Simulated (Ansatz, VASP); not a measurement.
**CdS in VASP and in Ansatz**

```xyz
2
Lattice="0.0000 2.9200 2.9200 2.9200 0.0000 2.9200 2.9200 2.9200 0.0000" Properties=species:S:1:pos:R:3 pbc="T T T"
Cd    0.0000    0.0000    0.0000
S     1.4600    1.4600    1.4600
```

Alike in both runs: task single point; functional PBE; k mesh 6 × 6 × 6; occupations gaussian, width 0.1 eV; no spin polarisation.

|  | VASP | Ansatz |
| --- | --- | --- |
| version | VASP 6.6.1 | Ansatz 0.2.0 |
| potentials or method | VASP PAW PBE potentials, release 64 (Cd, S), cutoff 500 eV | scalar-relativistic, plane waves, PAW |
| valence electrons in the cell | 18 | 26 |

Ansatz gave:

| Item | Value |
| --- | --- |
| gap on the k mesh at the Fermi level (eV) | 1.14 |
| least direct gap on the mesh (eV) | 1.14 |
| pressure (GPa) | 2.6 |

Estimate VASP's values.

gap on the k mesh at the Fermi level (eV): 1.14; least direct gap on the mesh (eV): 1.14; pressure (GPa): 3.0.

VASP's potentials hold 18 valence electrons a cell and Ansatz's 26, so a difference there can come from the potentials and not from the codes.
